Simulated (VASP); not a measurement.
Set up this calculation in VASP 6.6.1, as the native input.

- Task: single point
- Functional: r2SCAN
- Potentials or basis: VASP PAW PBE potentials, release 64 (N)
- Cutoff: 520 eV
- k mesh: 14 × 14 × 14
- Occupations: fermi-dirac, width 0.1 eV
- Spin: no spin polarisation
- Dipole correction: no
- Further INCAR settings: ALGO = Normal; EDIFF = 1e-07; NBANDS = 12

The system is N.

```
N
1.0
     0.00000    2.05814    2.05814
     2.05814    0.00000    2.05814
     2.05814    2.05814    0.00000
N
2
Direct
  0.00000 0.00000 0.00000
  0.25000 0.25000 0.25000
```

These files were run (other wordings do the same):

POSCAR

```
N
1.0
    0.0000000000      2.0581445081      2.0581445081
    2.0581445081      0.0000000000      2.0581445081
    2.0581445081      2.0581445081      0.0000000000
N
2
Direct
    0.0000000000      0.0000000000      0.0000000000
    0.2500000000      0.2500000000      0.2500000000
```

INCAR.step1

```
ALGO = Normal
EDIFF = 1E-4
ENCUT = 520
GGA = PE
ISMEAR = -1
LASPH = True
LCHARG = False
LREAL = False
LWAVE = True
NBANDS = 12
NELM = 80
PREC = Accurate
SIGMA = 0.1
```

INCAR.step2

```
ALGO = Normal
EDIFF = 1E-7
ENCUT = 520
ISIF = 2
ISMEAR = -1
ISTART = 1
LASPH = True
LCHARG = False
LMIXTAU = True
LREAL = False
LWAVE = False
METAGGA = R2SCAN
NBANDS = 12
NELM = 80
PREC = Accurate
SIGMA = 0.1
```

KPOINTS

```
k-points
0
Gamma
  14 14 14
```

Potentials or basis: VASP PAW PBE potentials, release 64 (N).

Launch:

```console
$ cat potpaw_PBE.64/N/POTCAR > POTCAR
$ cp INCAR.step1 INCAR
$ mpirun -np 1 vasp_std > vasp.out
$ cp INCAR.step2 INCAR
$ mpirun -np 1 vasp_std > vasp.out
```

It gave:

| Property | Result |
| --- | --- |
| Pressure | 5.4 GPa |
| Band gap on the k mesh | zero (bands 5 and 6 overlap by 1.89 eV) |

Caveat: the cell stands under pressure; the PAW data sets were made with another functional, which shifts forces and pressure a little.

Wall time 56 s on 1 thread of Intel(R) Xeon(R) Platinum 8488C (Sapphire Rapids), on a shared host, peak memory 0.14 GiB.
